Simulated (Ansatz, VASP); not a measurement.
SiO2 in VASP and in Ansatz

```
Si O
1.0
     4.23612    0.00000    0.00000
     0.00000    4.23612    0.00000
     0.00000    0.00000    2.69048
Si O
2 4
Direct
  0.50000 0.50000 0.45354
  0.00000 0.00000 0.95354
  0.69302 0.69302 0.00000
  0.19302 0.80698 0.50000
  0.30698 0.30698 0.00000
  0.80698 0.19302 0.50000
```

Change from the starting cell: all Si atoms moved +0.125 Å, as atom 1 towards its neighbour atom 1 (Si) at 2.690 Å.

Alike in both runs: task single point; functional PBE; k mesh 6 × 6 × 8; occupations gaussian, width 0.05 eV; no spin polarisation.

|  | VASP | Ansatz |
| --- | --- | --- |
| version | VASP 6.6.1 | Ansatz 0.2.0 |
| potentials or method | VASP PAW PBE potentials, release 64 (Si, O), cutoff 520 eV | scalar-relativistic, plane waves, PAW |
| valence electrons in the cell | 32 | 32 |

|  | VASP | Ansatz | Ansatz less VASP |
| --- | --- | --- | --- |
| gap on the k mesh at the Fermi level (eV) | 4.93 | 4.95 | +0.017 |
| least direct gap on the mesh (eV) | 4.93 | 4.95 | +0.017 |
| pressure (GPa) | 4.2 | 4.0 | -0.23 |
| traceless stress, the component that is largest in VASP (GPa) | 1.91 | 1.44 | -0.473 |
| rms of the force components (eV/Å) | 1.175 | 1.152 | -0.0232 |

Atom by atom the forces differ by 0.026 eV/Å (rms over components).
